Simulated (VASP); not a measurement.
# LiF (Fm-3m) in VASP: settings compared

The runs below take LiF through single point, with RPBE+D4, PBEsol+D3(BJ), PBE+D4.

Program: VASP 6.6.1. These are calculated values, not measurements. Logs are shortened: lines on timing, memory, paths and dates and some standing lists are left out, and cuts for length are marked.

## Step 1: The cell of the first run

It takes space group Fm-3m (No. 225, cubic). Conventional cell: a = 4.028 Å, b = 4.028 Å, c = 4.028 Å, α = 90.00°, β = 90.00°, γ = 90.00°. Li (site symmetry m-3m) has 6 F at 2.01 Å within 2.7 Å. F (site symmetry m-3m) has 6 Li at 2.01 Å within 2.7 Å.

## Step 2: Single point, RPBE+D4

INCAR reads:

```
ALGO     = Normal         # electronic algorithm
EDIFF    = 1E-6           # SCF threshold, eV
ENCUT    = 520            # plane-wave cutoff, eV
GGA      = RP             # functional
ISIF     = 2              # what is computed and relaxed
ISMEAR   = 0              # smearing method
IVDW     = 13             # dispersion correction
LASPH    = T              # aspherical terms in the spheres
LCHARG   = F              # write CHGCAR
LREAL    = F              # projectors in reciprocal space
LWAVE    = F              # write WAVECAR
NBANDS   = 12             # bands
NELM     = 100            # most SCF steps
PREC     = Accurate       # precision mode
SIGMA    = 0.05           # smearing width, eV
```

KPOINTS reads:

```
k-points
0
Gamma
  10 10 10
```

POSCAR reads:

```
LiF
1.0
    0.0000000000      2.0140017468      2.0140017468
    2.0140017468      0.0000000000      2.0140017468
    2.0140017468      2.0140017468      0.0000000000
Li F
1 1
Direct
    0.0000000000      0.0000000000      0.0000000000
    0.5000000000      0.5000000000      0.5000000000
```

Potentials or basis: VASP PAW PBE potentials, release 64 (Li_sv, F).

Started as:

```
> cat potpaw_PBE.64/Li_sv/POTCAR potpaw_PBE.64/F/POTCAR > POTCAR
> mpirun -np 1 vasp_std > vasp.out
```

OUTCAR:

```text
EDIFF = 1E-6
   ENCUT = 520
   GGA = RP
   ISIF = 2
   ISMEAR = 0
   IVDW = 13
   LASPH = T
   LREAL = F
   NELM = 100
   PREC = Accurate

 ion  position               nearest neighbor table
   1  0.000  0.000  0.000-   2 2.01   2 2.01   2 2.01   2 2.01   2 2.01   2 2.01
   2  0.500  0.500  0.500-   1 2.01   1 2.01   1 2.01   1 2.01   1 2.01   1 2.01

  LATTYP: Found a face centered cubic cell.
 ALAT       =     4.0280034936

  Lattice vectors:

 A1 = (   0.0000000000,   2.0140017468,   2.0140017468)
 A2 = (   2.0140017468,   0.0000000000,   2.0140017468)
 A3 = (   2.0140017468,   2.0140017468,   0.0000000000)

Analysis of symmetry for initial positions (statically):
=====================================================================
 Subroutine PRICEL returns:
 Original cell was already a primitive cell.

 Routine SETGRP: Setting up the symmetry group for a
 face centered cubic supercell.

 Subroutine GETGRP returns: Found 48 space group operations
 (whereof 48 operations were pure point group operations)
 out of a pool of 48 trial point group operations.

The static configuration has the point symmetry O_h .

Analysis of symmetry for dynamics (positions and initial velocities):
=====================================================================
 Subroutine PRICEL returns:
 Original cell was already a primitive cell.

 Routine SETGRP: Setting up the symmetry group for a
 face centered cubic supercell.

 Subroutine GETGRP returns: Found 48 space group operations
 (whereof 48 operations were pure point group operations)
 out of a pool of 48 trial point group operations.

The dynamic configuration has the point symmetry O_h .

 Subroutine INISYM returns: Found 48 space group operations
 (whereof 48 operations are pure point group operations),
 and found     1 'primitive' translations

----------------------------------------------------------------------------------------

                                     Primitive cell

  volume of cell :      16.3384

  direct lattice vectors                    reciprocal lattice vectors
     0.000000000  2.014001747  2.014001747    -0.248261950  0.248261950  0.248261950
     2.014001747  0.000000000  2.014001747     0.248261950 -0.248261950  0.248261950
     2.014001747  2.014001747  0.000000000     0.248261950  0.248261950 -0.248261950

  length of vectors
     2.848228585  2.848228585  2.848228585     0.430002310  0.430002310  0.430002310

  position of ions in fractional coordinates (direct lattice)
     0.000000000  0.000000000  0.000000000
     0.500000000  0.500000000  0.500000000

  ion indices of the primitive-cell ions
   primitive index   ion index
                 1           1
                 2           2

----------------------------------------------------------------------------------------

 KPOINTS: k-points

Automatic generation of k-mesh.
 Grid dimensions read from file:
 generate k-points for:   10   10   10

 Generating k-lattice:

  Cartesian coordinates                     Fractional coordinates (reciprocal lattice)
    -0.024826195  0.024826195  0.024826195     0.100000000  0.000000000  0.000000000
     0.024826195 -0.024826195  0.024826195     0.000000000  0.100000000  0.000000000
     0.024826195  0.024826195 -0.024826195     0.000000000  0.000000000  0.100000000

  Length of vectors
     0.043000231  0.043000231  0.043000231

  Shift w.r.t. Gamma in fractional coordinates (k-lattice)
     0.000000000  0.000000000  0.000000000

 Subroutine IBZKPT returns following result:
 ===========================================

 Found     47 irreducible k-points:

 Following reciprocal coordinates:
            Coordinates               Weight
  0.000000  0.000000  0.000000      1.000000
  0.100000  0.000000  0.000000      8.000000
  0.200000  0.000000  0.000000      8.000000
  0.300000  0.000000  0.000000      8.000000
  0.400000  0.000000  0.000000      8.000000
  0.500000  0.000000  0.000000      4.000000
[... 16 lines left out ...]
  0.300000  0.300000  0.000000      6.000000
  0.400000  0.300000  0.000000     24.000000
 [... further k-points ...]
   k-points           NKPTS =     47   k-points in BZ     NKDIM =     47   number of bands    NBANDS=     12
   number of dos      NEDOS =    301   number of ions     NIONS =      2
   total plane-waves  NPLWV =  13824
   dimension x,y,z NGX =    24 NGY =   24 NGZ =   24
   dimension x,y,z NGXF=    48 NGYF=   48 NGZF=   48
   ions per type =               1   1
   NGX,Y,Z   is equivalent  to a cutoff of  14.01, 14.01, 14.01 a.u.
   NGXF,Y,Z  is equivalent  to a cutoff of  28.02, 28.02, 28.02 a.u.
 SYSTEM =  unknown system
   PREC   = accura    normal or accurate (medium, high low for compatibility)
   ISTART =      0    job   : 0-new  1-cont  2-samecut
   ICHARG =      2    charge: 1-file 2-atom 10-const
   ISPIN  =      1    spin polarized calculation?
   LNONCOLLINEAR =      F non collinear calculations
   LSORBIT =      F    spin-orbit coupling
   LASPH  =      T    aspherical Exc in radial PAW
   ENCUT  =  520.0 eV  38.22 Ry    6.18 a.u.   5.30  5.30  5.30*2*pi/ulx,y,z
   NELM   =    100;   NELMIN=  2; NELMDL= -5     # of ELM steps
   EDIFF  = 0.1E-05   stopping-criterion for ELM
   LREAL  =      F    real-space projection
   EDIFFG = 0.1E-04   stopping-criterion for IOM
   NSW    =      0    number of steps for IOM
   IBRION =     -1    ionic relax: 0-MD 1-quasi-New 2-CG
   NFREE  =      0    steps in history (QN), initial steepest desc. (CG)
   ISIF   =      2    stress and relaxation
   ISYM   =      2    0-nonsym 1-usesym 2-fastsym
   POTIM  = 0.5000    time-step for ionic-motion
   TEBEG  =    0.0;   TEEND  =   0.0 temperature during run
   PSTRESS=    0.0 pullay stress
   NELECT =      10.0000    total number of electrons
   NUPDOWN=      -1.0000    fix difference up-down
   EMIN   =  10.00;   EMAX   =-10.00  energy-range for DOS
   EFERMI =   0.00;   METHOD = LEGACY
   ISMEAR =     0;   SIGMA  =   0.05  broadening in eV -4-tet -1-fermi 0-gaus
   EFERMI_NEDOS =   21; number of points for ismear=-14 and -15
   IALGO  =     38    algorithm
   IMIX   =      4    mixing-type and parameters
     AMIX     =   0.40;   BMIX     =  1.00
     AMIX_MAG =   1.60;   BMIX_MAG =  1.00
  volume/ion in A,a.u.               =       8.17        55.13
  Fermi-wavevector in a.u.,A,eV,Ry     =   1.389969  2.626660 26.286629  1.932013
  Thomas-Fermi vector in A             =   2.513949
   LORBIT       =      0    0 simple, 1 ext, 2 COOP (PROOUT), +10 PAW based schemes
   GGA     = RP    functional components
   LHFCALC =     F    Hartree Fock is set to
   AEXX    =    0.0000 exact exchange contribution
   IVDW    =    13    specifies the selected vdW correction
   LEPSILON=     F    determine dielectric tensor
   LRPA    =     F    only Hartree local field effects (RPA)
 non-spin polarized calculation
 Gauss-broadening in eV      SIGMA  =   0.05
  energy-cutoff  :      520.00
  volume of cell :       16.34
 maximum number of plane-waves:       459
 NGX is ok and might be reduce to    24
   NGX = 11   NGY = 11   NGZ = 11

 number of electron      10.0000000 magnetization

 number of electron       9.9999992 magnetization

 Free energy of the ion-electron system (eV)
  ---------------------------------------------------
  ext. energy  EPLUGINS =         0.00000000
  ---------------------------------------------------
  free energy    TOTEN  =        -9.20329898 eV

  energy without entropy =       -9.20329898  energy(sigma->0) =       -9.20329898

 E-fermi :  -0.4619     XC(G=0):  -9.6289

 val. band max:       -0.8226652202   @ k =   0.0000   0.0000   0.0000
 cond. band min:       8.5280650137   @ k =   0.0000   0.0000   0.0000
 fundamental gap:      9.3507302339
 Fermi energy:        -0.4618759868

 k-point     1 :       0.0000    0.0000    0.0000
  band No.  band energies     occupation
      1     -42.0510      2.00000
      2     -20.9067      2.00000
      3      -0.8227      2.00000
      4      -0.8227      2.00000
      5      -0.8227      2.00000
      6       8.5281      0.00000
      7      23.6603      0.00000
      8      23.6603      0.00000
      9      23.6603      0.00000
     10      23.7254      0.00000
     11      23.7254      0.00000
     12      23.7254      0.00000

 k-point     2 :       0.1000    0.0000    0.0000
  band No.  band energies     occupation
      1     -42.0456      2.00000
      2     -20.8676      2.00000
      3      -1.1038      2.00000
      4      -0.8455      2.00000
      5      -0.8455      2.00000
      6       8.8203      0.00000
      7      20.7845      0.00000
      8      22.2954      0.00000
      9      22.2954      0.00000
     10      24.8462      0.00000
     11      24.8463      0.00000
     12      25.0254      0.00000

 k-point     3 :       0.2000    0.0000    0.0000
  band No.  band energies     occupation
      1     -42.0318      2.00000
      2     -20.7650      2.00000
      3      -1.7796      2.00000
      4      -0.9041      2.00000
      5      -0.9041      2.00000
      6       9.4739      0.00000
      7      18.3005      0.00000
      8      20.7895      0.00000
      9      20.7895      0.00000
     10      25.9935      0.00000
     11      26.1616      0.00000
     12      26.1616      0.00000
[... 286 lines left out ...]
 k-point    23 :       0.3000    0.3000    0.0000
  band No.  band energies     occupation
      1     -42.0045      2.00000
      2     -20.4968      2.00000
      3      -2.6850      2.00000
      4      -1.4737      2.00000
      5      -1.4737      2.00000
      6      11.6968      0.00000
      7      17.3766      0.00000
      8      18.5549      0.00000
      9      19.9729      0.00000
     10      19.9729      0.00000
     11      33.8945      0.00000
     12      33.9049      0.00000

 k-point    24 :       0.4000    0.3000    0.0000
  band No.  band energies     occupation
      1     -41.9942      2.00000
      2     -20.3891      2.00000
      3      -3.0936      2.00000
      4      -1.6796      2.00000
      5      -1.5706      2.00000
      6      12.5265      0.00000
      7      16.2519      0.00000
      8      18.0362      0.00000
      9      19.7239      0.00000
     10      20.7665      0.00000
     11      33.3405      0.00000
     12      34.2848      0.00000

 [... further k-points ...]

------------------------ aborting loop because EDIFF is reached ----------------------------------------

  DFT-D4 for vdW energy calculation

  Edisp (eV):   -0.28371

  FORCE on cell =-STRESS in cart. coord.  units (eV):
  Direction    XX          YY          ZZ          XY          YZ          ZX
  --------------------------------------------------------------------------------------
  -------------------------------------------------------------------------------------
  Total       0.27113     0.27113     0.27113     0.00000     0.00000    -0.00000
  in kB      26.58798    26.58798    26.58798     0.00000     0.00000    -0.00000
  external pressure =       26.59 kB  Pullay stress =        0.00 kB

 VOLUME and BASIS-vectors are now :
 -----------------------------------------------------------------------------
  energy-cutoff  :      520.00
  volume of cell :       16.34
      direct lattice vectors                 reciprocal lattice vectors
     0.000000000  2.014001747  2.014001747    -0.248261950  0.248261950  0.248261950
     2.014001747  0.000000000  2.014001747     0.248261950 -0.248261950  0.248261950
     2.014001747  2.014001747  0.000000000     0.248261950  0.248261950 -0.248261950

 POSITION                                       TOTAL-FORCE (eV/Angst)
 -----------------------------------------------------------------------------------
      0.00000      0.00000      0.00000        -0.000000      0.000000     -0.000000
      2.01400      2.01400      2.01400         0.000000     -0.000000      0.000000
 -----------------------------------------------------------------------------------
    total drift:                               -0.000000     -0.000000      0.000000

  FREE ENERGIE OF THE ION-ELECTRON SYSTEM (eV)
  ---------------------------------------------------
  free  energy   TOTEN  =        -9.4870040187 eV

  energy  without entropy=       -9.4870040187  energy(sigma->0) =       -9.48700402
```

Wall time 8.4 s (1 thread of Intel Xeon Platinum 8259CL at 2.50GHz (Skylake/Cascade Lake), shared host); peak memory 0.13 GiB.

What came out:

```yaml
Free_energy: -9.4870 eV
Band_gap_on_the_k_mesh: 9.35 eV, direct
Dispersion_energy_per_atom: -0.142 eV
```

Levels at points of the mesh, in eV from the valence-band top:
```csv
k point,band 2,band 3,band 4,band 5,band 6,band 7,band 8,band 9
"(0.00, 0.00, 0.00)",-20.08,0.00,0.00,0.00,9.35,24.48,24.48,24.48
"(0.50, 0.00, 0.00)",-19.66,-2.47,-0.23,-0.23,11.07,17.02,19.27,19.27
"(0.50, 0.50, 0.00)",-19.40,-2.95,-0.98,-0.98,15.10,16.74,17.74,20.63
```

Caveat: the cutoff is under 1.25 times the usual one of these potentials, so pressure, stress and relaxed cells hold a basis-set (Pulay) error; the PAW data sets were made with another functional, which shifts forces and pressure a little. Expect the measured gap to be larger: semilocal functionals such as RPBE lack the derivative discontinuity.

## Step 3: Single point, RPBE+D4 (volume scaled by 0.96)

INCAR reads:

```
ALGO = Normal
EDIFF = 1E-7
ENCUT = 520
GGA = RP
ISIF = 2
ISMEAR = 0
IVDW = 13
LASPH = T
LCHARG = T
LELF = T
LREAL = F
LVHAR = T
LWAVE = F
NBANDS = 12
NELM = 80
PREC = Accurate
SIGMA = 0.05
```

KPOINTS is that of step 2.

POSCAR reads:

```
LiF
1.0
    0.0000000000      2.0199921128      2.0199921128
    2.0199921128      0.0000000000      2.0199921128
    2.0199921128      2.0199921128      0.0000000000
Li F
1 1
Direct
    0.0000000000      0.0000000000      0.0000000000
    0.5000000000      0.5000000000      0.5000000000
```

Potentials or basis: VASP PAW PBE potentials, release 64 (Li_sv, F).

Started as:

```
> cat potpaw_PBE.64/Li_sv/POTCAR potpaw_PBE.64/F/POTCAR > POTCAR
> mpirun -np 1 vasp_std > vasp.out
```

It took 9.4 s on 1 thread of Intel Xeon Platinum 8259CL at 2.50GHz (Skylake/Cascade Lake), shared host; peak memory 0.13 GiB.

The run converged. Its results:

```yaml
Free_energy: -9.4896 eV
Band_gap_on_the_k_mesh: 9.27 eV, direct
Dispersion_energy_per_atom: -0.140 eV
```

Levels at points of the mesh, in eV from the valence-band top:
| k point | band 3 | band 4 | band 5 | band 6 | band 7 | band 8 |
| --- | --- | --- | --- | --- | --- | --- |
| (0.00, 0.00, 0.00) | 0.00 | 0.00 | 0.00 | 9.27 | 24.36 | 24.36 |
| (0.50, 0.00, 0.00) | -2.45 | -0.22 | -0.22 | 11.02 | 16.91 | 19.19 |
| (0.50, 0.50, 0.00) | -2.91 | -0.97 | -0.97 | 15.02 | 16.70 | 17.63 |

Caveat: the cutoff is under 1.25 times the usual one of these potentials, so pressure, stress and relaxed cells hold a basis-set (Pulay) error; the PAW data sets were made with another functional, which shifts forces and pressure a little.

## Step 4: Single point, PBEsol+D3(BJ)

INCAR reads:

```
PREC = Accurate ; ENCUT = 520
EDIFF = 1E-7 ; ISMEAR = 0
SIGMA = 0.05 ; LREAL = F
LASPH = T ; NELM = 100
ALGO = Normal ; ISIF = 2
LWAVE = F ; LCHARG = T
GGA = PS ; IVDW = 12
LELF = T ; LVHAR = T
NBANDS = 12
```

KPOINTS reads:

```
regular mesh
0
Gamma
  10 10 10
```

POSCAR reads:

```
LiF
1.0
    0.0000000000      2.0140017468      2.0140017468
    2.0140017468      0.0000000000      2.0140017468
    2.0140017468      2.0140017468      0.0000000000
Li F
1 1
Direct
    0.0000000000      0.0000000000      0.0000000000
    0.5000000000      0.5000000000      0.5000000000
```

Started as:

```
> cat potpaw_PBE.64/Li_sv/POTCAR potpaw_PBE.64/F/POTCAR > POTCAR
> mpirun -np 1 vasp_std > vasp.out
```

It took 7 s on 1 thread of Intel Xeon Platinum 8259CL at 2.50GHz (Skylake/Cascade Lake), shared host; peak memory 0.14 GiB.

Results (log left out):

| Item | Value |
| --- | --- |
| Free energy | -10.1407 eV |
| Band gap on the k mesh | 8.92 eV, direct |
| Dispersion energy per atom | -0.144 eV |

Levels at points of the mesh, in eV from the valence-band top:
```tsv
k point	band 2	band 3	band 4	band 5	band 6	band 7	band 8	band 9
(0.00, 0.00, 0.00)	-19.86	0.00	0.00	0.00	8.92	23.83	23.83	23.83
(0.50, 0.00, 0.00)	-19.42	-2.56	-0.23	-0.23	10.57	16.56	18.74	18.74
(0.50, 0.50, 0.00)	-19.15	-3.06	-1.01	-1.01	14.63	16.19	17.33	20.08
```

Caveat: the cutoff is under 1.25 times the usual one of these potentials, so pressure, stress and relaxed cells hold a basis-set (Pulay) error; the PAW data sets were made with another functional, which shifts forces and pressure a little. A k mesh can miss the band edges.

## Step 5: Single point, PBE+D4 (volume scaled by 1.04)

INCAR reads:

```
SYSTEM = LiF
ALGO = Normal
EDIFF = 1E-6
ENCUT = 520
GGA = PE
ISIF = 2
ISMEAR = 0
IVDW = 13
LASPH = .TRUE.
LCHARG = .TRUE.
LELF = .TRUE.
LREAL = .FALSE.
LVHAR = .TRUE.
LWAVE = .FALSE.
NBANDS = 12
NELM = 60
PREC = Accurate
SIGMA = 0.05
```

KPOINTS reads:

```
k-points
0
G
  10 10 10
  0 0 0
```

POSCAR reads:

```
LiF
1.0
    0.0000000000      2.0489095780      2.0489095780
    2.0489095780      0.0000000000      2.0489095780
    2.0489095780      2.0489095780      0.0000000000
Li F
1 1
Direct
    0.0000000000      0.0000000000      0.0000000000
    0.5000000000      0.5000000000      0.5000000000
```

Started as:

```
> cat potpaw_PBE.64/Li_sv/POTCAR potpaw_PBE.64/F/POTCAR > POTCAR
> mpirun -np 1 vasp_std > vasp.out
```

Wall time 14 s (1 thread of AMD EPYC 9R45 (Zen 5), shared host); peak memory 0.1 GiB.

The run converged. Its results:

* Free energy: -9.7584 eV
* Band gap on the k mesh: 8.64 eV, direct
* Dispersion energy per atom: -0.060 eV

Levels at points of the mesh, in eV from the valence-band top:
```
           k point  band 1  band 2  band 3  band 4  band 5  band 6  band 7  band 8  band 9  band 10
(0.00, 0.00, 0.00)  -41.04  -19.84    0.00    0.00    0.00    8.64   23.29   23.29   23.29    23.82
(0.50, 0.00, 0.00)  -41.00  -19.44   -2.37   -0.21   -0.21   10.51   16.14   18.48   18.48    29.45
(0.50, 0.50, 0.00)  -40.98  -19.21   -2.79   -0.92   -0.92   14.33   16.23   16.83   19.63    19.63
```

Caveat: the cutoff is under 1.25 times the usual one of these potentials, so pressure, stress and relaxed cells hold a basis-set (Pulay) error.

## Step 6: Overview

```csv
level,cell,gap on the mesh (eV)
RPBE+D4,"a = 2.848 Å, angles 60.0°, 2 atoms",9.35
RPBE+D4,"a = 2.857 Å, angles 60.0°, 2 atoms",9.27
PBEsol+D3(BJ),"a = 2.848 Å, angles 60.0°, 2 atoms",8.92
PBE+D4,"a = 2.898 Å, angles 60.0°, 2 atoms",8.64
```

Alike in all rows: task single point; potentials or basis VASP PAW PBE potentials, release 64 (Li_sv, F); no spin polarisation; k mesh 10 × 10 × 10; cutoff (eV) 520; smearing gaussian 0.05 eV.

Caveats: the cutoff is under 1.25 times the usual one of these potentials, so pressure, stress and relaxed cells hold a basis-set (Pulay) error; the PAW data sets were made with another functional, which shifts forces and pressure a little (some runs).

Total energies depend on the potentials used, so only differences within one code and one set of settings carry meaning.
